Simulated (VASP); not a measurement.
BN:

```
B N
1.0
     0.00000    1.75068    1.82769
     1.75068    0.00000    1.82769
     1.75068    1.75068    0.00000
B N
1 1
Direct
  0.00000 0.00000 0.00000
  0.25000 0.25000 0.25000
```

This cell differs from its parent crystal: epitaxial xy strain -3.0%.

Base run:

```yaml
Program: VASP 6.6.1
Functional: r2SCAN
Potentials_or_basis: VASP PAW PBE potentials, release 64 (B, N)
Cutoff: 520 eV
k_mesh: 12 × 12 × 12
Occupations: gaussian, width 0.01 eV
Spin: no spin polarisation
```

Its results: band gap on the k mesh 4.62 eV, indirect (least direct gap 9.54 eV); pressure 22.0 GPa.

The run is repeated on the same cell with these changes: functional from r2SCAN to PBE; occupations from gaussian, width 0.01 eV to fermi-dirac, width 0.02 eV. What comes out?

Band gap on the k mesh 4.11 eV, indirect (least direct gap 8.83 eV); pressure 25.7 GPa.

Caveats: the PAW data sets were made with another functional, which shifts forces and pressure a little (some runs).

A k mesh can miss the band edges.
